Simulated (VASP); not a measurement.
## W3C: single point with PBE

W3C:

```
CELL_PARAMETERS angstrom
-1.75804 1.75804 4.52995
1.75804 -1.75804 4.52995
1.75804 1.75804 -4.52995
ATOMIC_POSITIONS crystal
W 0.50000 0.50000 0.00000
W 0.25000 0.75000 0.50000
W 0.75000 0.25000 0.50000
C 0.00000 0.00000 0.00000
```

| Quantity | Value |
| --- | --- |
| Program | VASP 6.6.1 |
| Task | single point |
| Functional | PBE |
| Potentials or basis | VASP PAW PBE potentials, release 64 (W_sv, C) |
| Cutoff | 520 eV |
| k mesh | 18 × 18 × 18 |
| Occupations | gaussian, width 0.1 eV |
| Spin | no spin polarisation |

| Quantity | Value |
| --- | --- |
| Pressure | 1.0 GPa |
| Band gap on the k mesh | zero (bands 23 and 24 overlap by 1.90 eV) |

Stress tensor (GPa, compression positive):
```
1.31 0.00 0.00
0.00 1.31 0.00
0.00 0.00 0.45
```

Levels at points of the mesh, in eV from the Fermi level:
```
           k point  band 21  band 22  band 23  band 24  band 25  band 26
(0.00, 0.00, 0.00)    -1.95    -1.01    -1.01     0.43     0.71     0.71
(0.50, 0.00, 0.00)    -1.22    -0.47    -0.29     0.21     0.29     0.45
(0.50, 0.50, 0.00)    -1.84    -0.95     0.65     1.06     1.43     1.64
(0.50, 0.50, 0.50)    -1.60    -1.60    -0.12     0.11     2.52     2.69
```

Run time: 29 min on 1 thread of Intel Xeon 8259CL (shared host), peak memory 0.76 GiB.

Caveat: spin-orbit coupling is left out, which moves the levels of the heavy elements.
